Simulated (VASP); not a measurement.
# NbAs (I4_1md) in VASP: single point with PBE

Aim: the single point of NbAs with PBE.

Everything below comes from runs of VASP 6.6.1. Logs are shortened: lines on timing, memory, paths and dates and some standing lists are left out, and cuts for length are marked.

## 1. The cell of the first run

Symmetry: I4_1md, No. 109, tetragonal system. Conventional cell: a = 3.473 Å, b = 3.473 Å, c = 11.752 Å, α = 90.00°, β = 90.00°, γ = 90.00°. Within 3.5 Å of Nb (site symmetry 2mm) lie 6 As at 2.63 to 2.64 Å and 8 Nb at 3.41 to 3.47 Å. As (site symmetry 2mm) has 6 Nb at 2.63 to 2.64 Å and 8 As at 3.41 to 3.47 Å within 3.5 Å.

## 2. Single point, PBE

INCAR reads:

```
PREC     = Accurate       # precision mode
ENCUT    = 520            # plane-wave cutoff, eV
EDIFF    = 1E-6           # SCF threshold, eV
ISMEAR   = 0              # smearing method
SIGMA    = 0.1            # smearing width, eV
LREAL    = False          # projectors in reciprocal space
LASPH    = True           # aspherical terms in the spheres
NELM     = 60             # most SCF steps
ALGO     = Normal         # electronic algorithm
ISIF     = 2              # what is computed and relaxed
LWAVE    = False          # write WAVECAR
LCHARG   = False          # write CHGCAR
GGA      = PE             # functional
NBANDS   = 26             # bands
```

KPOINTS reads:

```
regular mesh
0
Gamma
  14 14 14
```

POSCAR reads:

```
NbAs
1.0
   -1.7366084098      1.7366084098      5.8760767897
    1.7366084098     -1.7366084098      5.8760767897
    1.7366084098      1.7366084098     -5.8760767897
Nb As
2 2
Direct
    0.7489037358      0.7489037358      0.0000000000
    0.4989037358      0.9989037358      0.5000000000
    0.9170962642      0.4170962642      0.5000000000
    0.1670962642      0.1670962642      0.0000000000
```

Potentials or basis: VASP PAW PBE potentials, release 64 (Nb_sv, As).

Launch:

```sh
> cat potpaw_PBE.64/Nb_sv/POTCAR potpaw_PBE.64/As/POTCAR > POTCAR
> mpirun -np 1 vasp_std > vasp.out
```

OUTCAR:

```text
PREC = Accurate
   ENCUT = 520
   EDIFF = 1E-6
   ISMEAR = 0
   LREAL = False
   LASPH = True
   NELM = 60
   ISIF = 2
   GGA = PE

 ion  position               nearest neighbor table
   1  0.749  0.749  0.000-   3 2.63   3 2.63   4 2.64   4 2.64   4 2.64   4 2.64
   2  0.499  0.999  0.500-   4 2.63   4 2.63   3 2.64   3 2.64   3 2.64   3 2.64
   3  0.917  0.417  0.500-   1 2.63   1 2.63   2 2.64   2 2.64   2 2.64   2 2.64
   4  0.167  0.167  0.000-   2 2.63   2 2.63   1 2.64   1 2.64   1 2.64   1 2.64

  LATTYP: Found a body centered tetragonal cell.
 ALAT       =     3.4732168196
 C/A-ratio  =     3.3836510042

  Lattice vectors:

 A1 = (  -1.7366084098,   1.7366084098,   5.8760767897)
 A2 = (   1.7366084098,  -1.7366084098,   5.8760767897)
 A3 = (   1.7366084098,   1.7366084098,  -5.8760767897)

Analysis of symmetry for initial positions (statically):
=====================================================================
 Subroutine PRICEL returns:
 Original cell was already a primitive cell.

 Routine SETGRP: Setting up the symmetry group for a
 body centered tetragonal supercell.

 Subroutine GETGRP returns: Found  8 space group operations
 (whereof  4 operations were pure point group operations)
 out of a pool of 16 trial point group operations.

The static configuration has the point symmetry C_2v.
 The point group associated with its full space group is C_4v.

Analysis of symmetry for dynamics (positions and initial velocities):
=====================================================================
 Subroutine PRICEL returns:
 Original cell was already a primitive cell.

 Routine SETGRP: Setting up the symmetry group for a
 body centered tetragonal supercell.

 Subroutine GETGRP returns: Found  8 space group operations
 (whereof  4 operations were pure point group operations)
 out of a pool of 16 trial point group operations.

The dynamic configuration has the point symmetry C_2v.
 The point group associated with its full space group is C_4v.

 Subroutine INISYM returns: Found  8 space group operations
 (whereof  4 operations are pure point group operations),
 and found     1 'primitive' translations

----------------------------------------------------------------------------------------

                                     Primitive cell

  volume of cell :      70.8845

  direct lattice vectors                    reciprocal lattice vectors
    -1.736608410  1.736608410  5.876076790     0.000000000  0.287917528  0.085090787
     1.736608410 -1.736608410  5.876076790     0.287917528  0.000000000  0.085090787
     1.736608410  1.736608410 -5.876076790     0.287917528  0.287917528  0.000000000

  length of vectors
     6.368665164  6.368665164  6.368665164     0.300228155  0.300228155  0.407176873

  position of ions in fractional coordinates (direct lattice)
     0.748903736  0.748903736  0.000000000
     0.498903736  0.998903736  0.500000000
     0.917096264  0.417096264  0.500000000
     0.167096264  0.167096264  0.000000000

  ion indices of the primitive-cell ions
   primitive index   ion index
                 1           1
                 2           2
                 3           3
                 4           4

----------------------------------------------------------------------------------------

 KPOINTS: regular mesh

Automatic generation of k-mesh.
 Grid dimensions read from file:
 generate k-points for:   14   14   14

 Generating k-lattice:

  Cartesian coordinates                     Fractional coordinates (reciprocal lattice)
     0.000000000  0.020565538  0.006077913     0.071428571  0.000000000  0.000000000
     0.020565538  0.000000000  0.006077913     0.000000000  0.071428571  0.000000000
     0.020565538  0.020565538  0.000000000     0.000000000  0.000000000  0.071428571

  Length of vectors
     0.021444868  0.021444868  0.029084062

  Shift w.r.t. Gamma in fractional coordinates (k-lattice)
     0.000000000  0.000000000  0.000000000

 Subroutine IBZKPT returns following result:
 ===========================================

 Found    244 irreducible k-points:

 Following reciprocal coordinates:
            Coordinates               Weight
  0.000000  0.000000  0.000000      1.000000
  0.071429 -0.000000  0.000000      8.000000
  0.142857  0.000000 -0.000000      8.000000
  0.214286  0.000000  0.000000      8.000000
  0.285714 -0.000000  0.000000      8.000000
  0.357143 -0.000000  0.000000      8.000000
[... 16 lines left out ...]
  0.214286  0.142857  0.000000     16.000000
  0.285714  0.142857  0.000000     16.000000
 [... further k-points ...]
   k-points           NKPTS =    244   k-points in BZ     NKDIM =    244   number of bands    NBANDS=     26
   number of dos      NEDOS =    301   number of ions     NIONS =      4
   total plane-waves  NPLWV = 110592
   dimension x,y,z NGX =    48 NGY =   48 NGZ =   48
   dimension x,y,z NGXF=    96 NGYF=   96 NGZF=   96
   ions per type =               2   2
   NGX,Y,Z   is equivalent  to a cutoff of  12.53, 12.53, 12.53 a.u.
   NGXF,Y,Z  is equivalent  to a cutoff of  25.06, 25.06, 25.06 a.u.
 SYSTEM =  unknown system
   PREC   = accura    normal or accurate (medium, high low for compatibility)
   ISTART =      0    job   : 0-new  1-cont  2-samecut
   ICHARG =      2    charge: 1-file 2-atom 10-const
   ISPIN  =      1    spin polarized calculation?
   LNONCOLLINEAR =      F non collinear calculations
   LSORBIT =      F    spin-orbit coupling
   LASPH  =      T    aspherical Exc in radial PAW
   ENCUT  =  520.0 eV  38.22 Ry    6.18 a.u.  11.84 11.84 11.84*2*pi/ulx,y,z
   NELM   =     60;   NELMIN=  2; NELMDL= -5     # of ELM steps
   EDIFF  = 0.1E-05   stopping-criterion for ELM
   LREAL  =      F    real-space projection
   EDIFFG = 0.1E-04   stopping-criterion for IOM
   NSW    =      0    number of steps for IOM
   IBRION =     -1    ionic relax: 0-MD 1-quasi-New 2-CG
   NFREE  =      0    steps in history (QN), initial steepest desc. (CG)
   ISIF   =      2    stress and relaxation
   ISYM   =      2    0-nonsym 1-usesym 2-fastsym
   POTIM  = 0.5000    time-step for ionic-motion
   TEBEG  =    0.0;   TEEND  =   0.0 temperature during run
   PSTRESS=    0.0 pullay stress
   NELECT =      36.0000    total number of electrons
   NUPDOWN=      -1.0000    fix difference up-down
   EMIN   =  10.00;   EMAX   =-10.00  energy-range for DOS
   EFERMI =   0.00;   METHOD = LEGACY
   ISMEAR =     0;   SIGMA  =   0.10  broadening in eV -4-tet -1-fermi 0-gaus
   EFERMI_NEDOS =   21; number of points for ismear=-14 and -15
   IALGO  =     38    algorithm
   IMIX   =      4    mixing-type and parameters
     AMIX     =   0.40;   BMIX     =  1.00
     AMIX_MAG =   1.60;   BMIX_MAG =  1.00
  volume/ion in A,a.u.               =      17.72       119.59
  Fermi-wavevector in a.u.,A,eV,Ry     =   1.306147  2.468259 23.211796  1.706019
  Thomas-Fermi vector in A             =   2.436968
   LORBIT       =      0    0 simple, 1 ext, 2 COOP (PROOUT), +10 PAW based schemes
   GGA     = PE    functional components
   LHFCALC =     F    Hartree Fock is set to
   AEXX    =    0.0000 exact exchange contribution
   IVDW    =     0    specifies the selected vdW correction
   LEPSILON=     F    determine dielectric tensor
   LRPA    =     F    only Hartree local field effects (RPA)
 non-spin polarized calculation
 Gauss-broadening in eV      SIGMA  =   0.10
  energy-cutoff  :      520.00
  volume of cell :       70.88
 maximum number of plane-waves:      1946
   NGX = 23   NGY = 23   NGZ = 23

 number of electron      35.9999999 magnetization

 Free energy of the ion-electron system (eV)
  ---------------------------------------------------
  ext. energy  EPLUGINS =         0.00000000
  ---------------------------------------------------
  free energy    TOTEN  =       -32.53283920 eV

  energy without entropy =      -32.52962518  energy(sigma->0) =      -32.53123219

 E-fermi :   9.4130     XC(G=0): -11.7587

 val. band max:        9.4110234628   @ k =  -0.0714  -0.4286   0.0714
 cond. band min:       9.4148331664   @ k =  -0.2143   0.2857   0.2143
 fundamental gap:      0.0038097036
 Fermi energy:         9.4130028556

 k-point     1 :       0.0000    0.0000    0.0000
  band No.  band energies     occupation
      1     -45.7587      2.00000
      2     -45.7328      2.00000
      3     -21.9498      2.00000
      4     -21.8606      2.00000
      5     -21.8606      2.00000
      6     -21.7151      2.00000
[... 18 lines left out ...]
     25      13.2229      0.00000
     26      13.2230      0.00000

 k-point     2 :       0.0714   -0.0000    0.0000
  band No.  band energies     occupation
      1     -45.7579      2.00000
      2     -45.7325      2.00000
      3     -21.9467      2.00000
      4     -21.8698      2.00000
      5     -21.8597      2.00000
      6     -21.7244      2.00000
[... 18 lines left out ...]
     25      13.3400      0.00000
     26      13.4359      0.00000

 k-point     3 :       0.1429    0.0000   -0.0000
  band No.  band energies     occupation
      1     -45.7557      2.00000
      2     -45.7317      2.00000
      3     -21.9404      2.00000
      4     -21.8929      2.00000
      5     -21.8573      2.00000
      6     -21.7495      2.00000
[... 18 lines left out ...]
     25      13.5376      0.00000
     26      13.9651      0.00000

 k-point     4 :       0.2143    0.0000    0.0000
  band No.  band energies     occupation
      1     -45.7524      2.00000
      2     -45.7307      2.00000
      3     -21.9526      2.00000
      4     -21.9043      2.00000
      5     -21.8537      2.00000
      6     -21.7838      2.00000
[... 18 lines left out ...]
     25      13.6997      0.00000
     26      14.5961      0.00000

 k-point     5 :       0.2857   -0.0000    0.0000
  band No.  band energies     occupation
      1     -45.7486      2.00000
      2     -45.7297      2.00000
      3     -21.9908      2.00000
      4     -21.8933      2.00000
      5     -21.8496      2.00000
      6     -21.8176      2.00000
[... 18 lines left out ...]
     25      13.6602      0.00000
     26      15.1409      0.00000

 k-point     6 :       0.3571   -0.0000    0.0000
  band No.  band energies     occupation
      1     -45.7450      2.00000
      2     -45.7290      2.00000
      3     -22.0287      2.00000
      4     -21.8896      2.00000
      5     -21.8460      2.00000
      6     -21.8353      2.00000
[... 427 lines left out ...]
 k-point    21 :      -0.0714    0.0714    0.0000
  band No.  band energies     occupation
      1     -45.7573      2.00000
      2     -45.7320      2.00000
      3     -21.9453      2.00000
      4     -21.8703      2.00000
      5     -21.8672      2.00000
      6     -21.7247      2.00000
[... 18 lines left out ...]
     25      13.0898      0.00000
     26      13.6247      0.00000

 k-point    22 :       0.1429    0.1429    0.0000
  band No.  band energies     occupation
      1     -45.7521      2.00000
      2     -45.7312      2.00000
      3     -21.9276      2.00000
      4     -21.8980      2.00000
      5     -21.8795      2.00000
      6     -21.7489      2.00000
[... 18 lines left out ...]
     25      13.2379      0.00000
     26      13.9360      0.00000

 k-point    23 :       0.2143    0.1429    0.0000
  band No.  band energies     occupation
      1     -45.7487      2.00000
      2     -45.7303      2.00000
      3     -21.9450      2.00000
      4     -21.9047      2.00000
      5     -21.8741      2.00000
      6     -21.7784      2.00000
[... 18 lines left out ...]
     25      13.5975      0.00000
     26      14.2048      0.00000

 k-point    24 :       0.2857    0.1429    0.0000
  band No.  band energies     occupation
      1     -45.7449      2.00000
      2     -45.7294      2.00000
      3     -21.9854      2.00000
      4     -21.8976      2.00000
      5     -21.8651      2.00000
      6     -21.8091      2.00000
[... 18 lines left out ...]
     25      13.7996      0.00000
     26      14.5399      0.00000

 [... further k-points ...]
[... 5 lines left out ...]
  --------------------------------------------------------------------------------------
  -------------------------------------------------------------------------------------
  Total        0.0080918      0.0080918     -0.0121072      0.0000000      0.0000000      0.0000000
  in kB        0.1828961      0.1828961     -0.2736558      0.0000000      0.0000000      0.0000000
  external PRESSURE =       0.0307121 kB  Pullay stress =       0.0000000 kB

 VOLUME and BASIS-vectors are now :
 -----------------------------------------------------------------------------
  energy-cutoff  :      520.00
  volume of cell :       70.88
      direct lattice vectors                 reciprocal lattice vectors
    -1.736608410  1.736608410  5.876076790     0.000000000  0.287917528  0.085090787
     1.736608410 -1.736608410  5.876076790     0.287917528  0.000000000  0.085090787
     1.736608410  1.736608410 -5.876076790     0.287917528  0.287917528  0.000000000

 POSITION                                       TOTAL-FORCE (eV/Angst)
 -----------------------------------------------------------------------------------
      0.00000      0.00000      8.80123         0.000000     -0.000000     -0.000698
      1.73661      0.00000      5.86319        -0.000000      0.000000     -0.000698
      0.00000      1.73661      4.90178        -0.000000      0.000000      0.000698
      0.00000      0.00000      1.96374         0.000000     -0.000000      0.000698
 -----------------------------------------------------------------------------------
    total drift:                               -0.000000     -0.000000      0.000178

  FREE ENERGIE OF THE ION-ELECTRON SYSTEM (eV)
  ---------------------------------------------------
  free  energy   TOTEN  =       -32.5328392021 eV

  energy  without entropy=      -32.5296251811  energy(sigma->0) =      -32.53123219
```

Wall time 23 min (1 thread of AMD EPYC 7R13 (Zen 3), shared host); peak memory 0.58 GiB.

Results:

| Property | Result |
| --- | --- |
| Free energy | -32.5328 eV |
| Pressure | 0.0 GPa |
| Band gap on the k mesh | zero (band 18 reaches 9.50 eV, above the bottom of band 19 at 9.40 eV) |

Levels at points of the mesh, in eV from the Fermi level:
| k point | band 15 | band 16 | band 17 | band 18 | band 19 | band 20 | band 21 | band 22 |
| --- | --- | --- | --- | --- | --- | --- | --- | --- |
| (0.00, 0.00, 0.00) | -2.01 | -1.65 | -1.36 | -1.36 | 0.67 | 1.23 | 2.38 | 2.91 |
| (0.50, 0.00, 0.00) | -2.22 | -1.79 | -1.36 | -0.08 | 0.05 | 1.16 | 2.07 | 2.22 |
| (0.50, 0.50, 0.00) | -2.77 | -2.77 | -0.60 | -0.60 | 2.35 | 2.35 | 2.60 | 2.60 |
| (0.50, 0.50, 0.50) | -2.45 | -2.45 | -0.55 | -0.55 | 0.94 | 0.94 | 1.89 | 1.89 |
